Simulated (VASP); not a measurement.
A run of VASP 6.6.1 is set up as follows.

The input INCAR:

```
SYSTEM = GaP
PREC     = Accurate       ! precision mode
ENCUT    = 520            ! plane-wave cutoff, eV
EDIFF    = 1E-6           ! SCF threshold, eV
ISMEAR   = 0              ! smearing method
SIGMA    = 0.05           ! smearing width, eV
LREAL    = .FALSE.        ! projectors in reciprocal space
LASPH    = .TRUE.         ! aspherical terms in the spheres
NELM     = 80             ! most SCF steps
ALGO     = Normal         ! electronic algorithm
ISIF     = 2              ! what is computed and relaxed
LWAVE    = .FALSE.        ! write WAVECAR
LCHARG   = .FALSE.        ! write CHGCAR
GGA      = CA             ! functional
NBANDS   = 26             ! bands
```

The input KPOINTS:

```
regular mesh
0
G
  9 9 9
  0 0 0
```

File POSCAR:

```
GaP
1.0
    1.8538862748      1.0703417398      6.9505904213
   -1.8538862748      1.0703417398      6.9505904213
    0.0000000000     -2.1406834796      6.9505904213
Ga P
2 2
Direct
    0.4359784395      0.4359784395      0.4359784395
    0.5640215605      0.5640215605      0.5640215605
    0.0580350955      0.0580350955      0.0580350955
    0.9419649045      0.9419649045      0.9419649045
```

Potentials or basis: VASP PAW LDA potentials, release 64 (Ga_d, P).

Launch:

```console
$ cat potpaw_LDA.64/Ga_d/POTCAR potpaw_LDA.64/P/POTCAR > POTCAR
$ mpirun -np 1 vasp_std > vasp.out
```

Question: What does it give for the largest force?

Answer: 0.784 eV/Å.

Question: Estimate the band gap on the k mesh.

Answer: Zero (filled and empty bands touch).

Stress tensor (GPa, compression positive):
```
  3.64   0.00   0.00
  0.00   3.64   0.00
  0.00   0.00 -15.70
```

Caveat: the stress differs along the axes, from -16 to 4 GPa; semilocal functionals underestimate gaps, and a narrow one can read as zero.
